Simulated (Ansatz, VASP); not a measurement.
One calculation of FeNi3, two programs

Contents of INCAR:

```
PREC     = Accurate       # precision mode
ENCUT    = 520            # plane-wave cutoff, eV
EDIFF    = 1E-6           # SCF threshold, eV
ISMEAR   = 0              # smearing method
SIGMA    = 0.05           # smearing width, eV
LREAL    = F              # projectors in reciprocal space
LASPH    = T              # aspherical terms in the spheres
NELM     = 150            # most SCF steps
ALGO     = Normal         # electronic algorithm
ISIF     = 2              # what is computed and relaxed
LWAVE    = F              # write WAVECAR
LCHARG   = F              # write CHGCAR
ISPIN    = 2              # spin polarisation
MAGMOM   = 2.5 2.5 0.8 0.8 0.8 0.8 0.8 0.8 # initial moments
LORBIT   = 11             # projections on sites
LMAXMIX  = 4              # l up to which the mixer works
GGA      = PE             # functional
NBANDS   = 52             # bands
```

File KPOINTS:

```
regular mesh
0
Gamma
  8 8 8
```

The input POSCAR:

```
FeNi3
1.0
    0.0000000000      3.5433718917      3.5433718917
    3.5433718917      0.0000000000      3.5433718917
    3.5433718917      3.5433718917      0.0000000000
Fe Ni
2 6
Direct
    0.0000000000      0.0000000000      0.0000000000
    0.5000000000      0.5000000000      0.5000000000
    0.5000000000      0.0000000000      0.0000000000
    0.0000000000      0.5000000000      0.0000000000
    0.0000000000      0.0000000000      0.5000000000
    1.0000000000      0.5000000000      0.5000000000
    0.5000000000      1.0000000000      0.5000000000
    0.5000000000      0.5000000000      1.0000000000
```

Input for Ansatz:

```yaml
crystal:
  lattice:
    - [0.0, 3.5433718917, 3.5433718917]
    - [3.5433718917, 0.0, 3.5433718917]
    - [3.5433718917, 3.5433718917, 0.0]
  atoms:
    - { symbol: Fe, position: [0.0, 0.0, 0.0], spin: 2.5 }
    - { symbol: Ni, position: [0.5, 0.0, 0.0], spin: 0.8 }
    - { symbol: Ni, position: [0.0, 0.5, 0.0], spin: 0.8 }
    - { symbol: Ni, position: [0.0, 0.0, 0.5], spin: 0.8 }
    - { symbol: Fe, position: [0.5, 0.5, 0.5], spin: 2.5 }
    - { symbol: Ni, position: [1.0, 0.5, 0.5], spin: 0.8 }
    - { symbol: Ni, position: [0.5, 1.0, 0.5], spin: 0.8 }
    - { symbol: Ni, position: [0.5, 0.5, 1.0], spin: 0.8 }
basis:
  ecutwfc: 420
  ecutrho_ratio: 4
kpoints:
  mp_grid: { grid: [8, 8, 8] }
hamiltonian:
  xc: pbe
scf:
  occupations: { method: gaussian, width: 0.05 }
  lower_state_search: "off"
output:
  forces: true
  stress: true
  eigenvalues: true
  populations: true
magnetization:
  spin_polarized: true
```

Alike in both runs: task single point; functional PBE; k mesh 8 × 8 × 8; occupations gaussian, width 0.05 eV; collinear spin.

```csv
,VASP,Ansatz
version,VASP 6.6.1,Ansatz 0.2.0
potentials or method,"VASP PAW PBE potentials, release 64 (Fe, Ni), cutoff 520 eV","scalar-relativistic, plane waves, PAW"
valence electrons in the cell,76,140
```

```tsv
	VASP	Ansatz	Ansatz less VASP
gap on the k mesh at the Fermi level (eV)	none	none	-
pressure (GPa)	0.2	0.4	+0.26
net moment per atom (μB)	1.21	1.23	+0.020
size of the moment on the site where the two differ most (μB)	0.65	0.71	+0.064
```

Site moments also hang on the region over which each program counts them. A gap of «none» marks a metal or a gap that the smearing closes. VASP's potentials hold 76 valence electrons a cell and Ansatz's 140, so a difference there can come from the potentials and not from the codes.
